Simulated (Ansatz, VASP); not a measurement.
## One calculation of ZrSi7, two programs

```xyz
8
Lattice="5.6007 0.0000 0.0000 0.0000 5.6007 0.0000 0.0000 0.0000 5.6007" Properties=species:S:1:pos:R:3 pbc="T T T"
Zr    0.0000    0.0000    0.0000
Si    1.4910    1.4910    1.4910
Si    0.0000    2.8004    2.8004
Si    2.8004    2.8004    0.0000
Si    2.8004    0.0000    2.8004
Si    4.1097    1.4910    4.1097
Si    4.1097    4.1097    1.4910
Si    1.4910    4.1097    4.1097
```

Alike in both runs: task relaxation of cell and atoms; functional PBEsol; k mesh 6 × 6 × 6; occupations fermi-dirac, width 0.15 eV; no spin polarisation.

|  | VASP | Ansatz |
| --- | --- | --- |
| version | VASP 6.6.1 | Ansatz 0.2.0 |
| potentials or method | VASP PAW PBE potentials, release 64 (Zr_sv, Si), cutoff 600 eV | scalar-relativistic, plane waves, PAW |
| valence electrons in the cell | 40 | 40 |

```tsv
	VASP	Ansatz	Ansatz less VASP
gap on the k mesh at the Fermi level, each at its own relaxed structure (eV)	none	none	-
relaxed volume (Å³/atom)	21.97	21.94	-0.024
relaxed cell length with the largest relative difference (Å)	5.601	5.599	-0.0021
```

VASP's potentials were made for PBE, not for PBEsol. A gap of «none» marks a metal or a gap that the smearing closes.
